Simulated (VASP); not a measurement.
Set up this calculation in VASP 6.6.1, as the native input.

| Quantity | Value |
| --- | --- |
| Task | single point |
| Functional | PBE0 |
| Potentials or basis | VASP PAW PBE potentials, release 64 (In_d) |
| Cutoff | 520 eV |
| k mesh | 6 × 6 × 6 |
| Occupations | fermi-dirac, width 0.05 eV |
| Spin | no spin polarisation |
| Dipole correction | no |
| Grid for exact exchange (PRECFOCK) | Normal |
| Further INCAR settings | ALGO = Normal; EDIFF = 1e-06; NBANDS = 12 |
| Share of exact exchange | 0.25 |

The system is In.

```xyz
1
Lattice="-1.6146 1.6146 2.4571 1.6146 -1.6146 2.4571 1.6146 1.6146 -2.4571" Properties=species:S:1:pos:R:3 pbc="T T T"
In    0.0000    0.0000    0.0000
```

These files were run (other wordings do the same):

POSCAR

```
In
1.0
   -1.6145604767      1.6145604767      2.4570974863
    1.6145604767     -1.6145604767      2.4570974863
    1.6145604767      1.6145604767     -2.4570974863
In
1
Direct
    0.0000000000      0.0000000000      0.0000000000
```

INCAR.step1

```
SYSTEM = In
ALGO     = Normal         ! electronic algorithm
EDIFF    = 1E-5           ! SCF threshold, eV
ENCUT    = 520            ! plane-wave cutoff, eV
GGA      = PE             ! functional
ISIF     = 2              ! what is computed and relaxed
ISMEAR   = -1             ! smearing method
LASPH    = .TRUE.         ! aspherical terms in the spheres
LCHARG   = .FALSE.        ! write CHGCAR
LREAL    = .FALSE.        ! projectors in reciprocal space
LWAVE    = .TRUE.         ! write WAVECAR
NBANDS   = 12             ! bands
NELM     = 100            ! most SCF steps
PREC     = Accurate       ! precision mode
SIGMA    = 0.05           ! smearing width, eV
```

INCAR.step2

```
SYSTEM = In
AEXX     = 0.25           ! exact-exchange fraction
ALGO     = Normal         ! electronic algorithm
EDIFF    = 1E-6           ! SCF threshold, eV
ENCUT    = 520            ! plane-wave cutoff, eV
GGA      = PE             ! functional
ISIF     = 2              ! what is computed and relaxed
ISMEAR   = -1             ! smearing method
ISTART   = 1            
LASPH    = .TRUE.         ! aspherical terms in the spheres
LCHARG   = .FALSE.        ! write CHGCAR
LHFCALC  = .TRUE.         ! exact exchange
LREAL    = .FALSE.        ! projectors in reciprocal space
LWAVE    = .FALSE.        ! write WAVECAR
NBANDS   = 12             ! bands
NELM     = 100            ! most SCF steps
PREC     = Accurate       ! precision mode
PRECFOCK = Normal       
SIGMA    = 0.05           ! smearing width, eV
```

KPOINTS

```
k-points
0
G
  6 6 6
  0 0 0
```

Potentials or basis: VASP PAW PBE potentials, release 64 (In_d).

Command:

```sh
$ cat potpaw_PBE.64/In_d/POTCAR > POTCAR
$ cp INCAR.step1 INCAR
$ mpirun -np 1 vasp_std > vasp.out
$ cp INCAR.step2 INCAR
$ mpirun -np 1 vasp_std > vasp.out
```

It gave:

The pressure is -0.2 GPa and the band gap on the k mesh is zero (an odd number of electrons rules out a gap without spin polarisation).

Caveat: the k points lie up to 0.39 Å⁻¹ apart, too coarse for converged energies and pressures of a metal; the PAW data sets were made with another functional, which shifts forces and pressure a little; spin-orbit coupling is left out, which moves the levels of the heavy elements.

Run time: 29 min on 1 thread of Intel(R) Xeon(R) Platinum 8259CL CPU @ 2.50GHz (Skylake/Cascade Lake) (shared host), peak memory 0.17 GiB.
